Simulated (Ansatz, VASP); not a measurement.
**One calculation of InW4, two programs**

File INCAR:

```
SYSTEM = InW4
  ALGO = Normal
  EDIFF = 1E-7
  ENCUT = 520
  GGA = PE
  ISIF = 2
  ISMEAR = 0
  LASPH = .TRUE.
  LCHARG = .FALSE.
  LREAL = .FALSE.
  LWAVE = .FALSE.
  NBANDS = 42
  NELM = 100
  PREC = Accurate
  SIGMA = 0.1
```

Contents of KPOINTS:

```
k-points
0
G
  4 4 4
  0 0 0
```

File POSCAR:

```
InW4
1.0
    4.8372772600      0.0000000000      0.0000000000
    0.0000000000      4.8372772600      0.0000000000
    0.0000000000      0.0000000000      4.8372772600
In W
1 4
Direct
    0.0000000000      0.0000000000      0.0000000000
    0.0000000000      0.5000000000      0.5000000000
    0.5000000000      0.0000000000      0.5000000000
    0.5000000000      0.5000000000      0.0000000000
    0.5000000000      0.5000000000      0.5000000000
```

Input for Ansatz:

```yaml
crystal:
  lattice:
    - [4.83727726, 0.0, 0.0]
    - [0.0, 4.83727726, 0.0]
    - [0.0, 0.0, 4.83727726]
  atoms:
    - { symbol: In, position: [0.0, 0.0, 0.0] }
    - { symbol: W, position: [0.0, 0.5, 0.5] }
    - { symbol: W, position: [0.5, 0.0, 0.5] }
    - { symbol: W, position: [0.5, 0.5, 0.0] }
    - { symbol: W, position: [0.5, 0.5, 0.5] }
basis:
  ecutwfc: 420
kpoints:
  mp_grid: { grid: [4, 4, 4] }
hamiltonian:
  xc: pbe
scf:
  occupations: { method: gaussian, width: 0.1 }
  lower_state_search: "off"
output:
  forces: true
  stress: true
  eigenvalues: true
```

Alike in both runs: task single point; functional PBE; k mesh 4 × 4 × 4; occupations gaussian, width 0.1 eV; no spin polarisation.

|  | VASP | Ansatz |
| --- | --- | --- |
| version | VASP 6.6.1 | Ansatz 0.2.0 |
| potentials or method | VASP PAW PBE potentials, release 64 (In_d, W_sv), cutoff 520 eV | scalar-relativistic, plane waves, PAW |
| valence electrons in the cell | 69 | 69 |

|  | VASP | Ansatz | Ansatz less VASP |
| --- | --- | --- | --- |
| gap on the k mesh at the Fermi level (eV) | none | none | - |
| pressure (GPa) | -1.5 | -2.2 | -0.66 |

A gap of «none» marks a metal or a gap that the smearing closes.

Neither program's run includes spin-orbit coupling.
